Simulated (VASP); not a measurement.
Input of a VASP 6.6.1 run:

Contents of INCAR:

```
SYSTEM = SiMo3
  PREC = Accurate
  ENCUT = 520
  EDIFF = 1E-6
  ISMEAR = 0
  SIGMA = 0.1
  LREAL = .FALSE.
  LASPH = .TRUE.
  NELM = 100
  ALGO = Fast
  ISIF = 2
  LWAVE = .FALSE.
  LCHARG = .FALSE.
  GGA = PE
  NBANDS = 56
```

The input KPOINTS:

```
regular mesh
0
G
  8 8 8
  0 0 0
```

Contents of POSCAR:

```
SiMo3
1.0
    4.8062937088      0.0000000000      0.0000000000
    0.0000000000      4.8062937088      0.0000000000
    0.0000000000      0.0000000000      4.8062937088
Si Mo
2 6
Direct
    0.0000000000      0.0000000000      0.0000000000
    0.5000000000      0.5000000000      0.5000000000
    0.2500000000      0.0000000000      0.5000000000
    0.5000000000      0.7500000000      0.0000000000
    0.7500000000      0.0000000000      0.5000000000
    0.5000000000      0.2500000000      0.0000000000
    0.0000000000      0.5000000000      0.7500000000
    0.0000000000      0.5000000000      0.2500000000
```

Potentials or basis: VASP PAW PBE potentials, release 64 (Si, Mo_sv).

The run is started by

```sh
$ cat potpaw_PBE.64/Si/POTCAR potpaw_PBE.64/Mo_sv/POTCAR > POTCAR
$ mpirun -np 1 vasp_std > vasp.out
```

Task: What does it give for the pressure?

Result: 18.2 GPa.

Task: Predict the band gap on the k mesh.

Result: Zero (band 46 reaches 14.92 eV, above the bottom of band 47 at 12.39 eV).
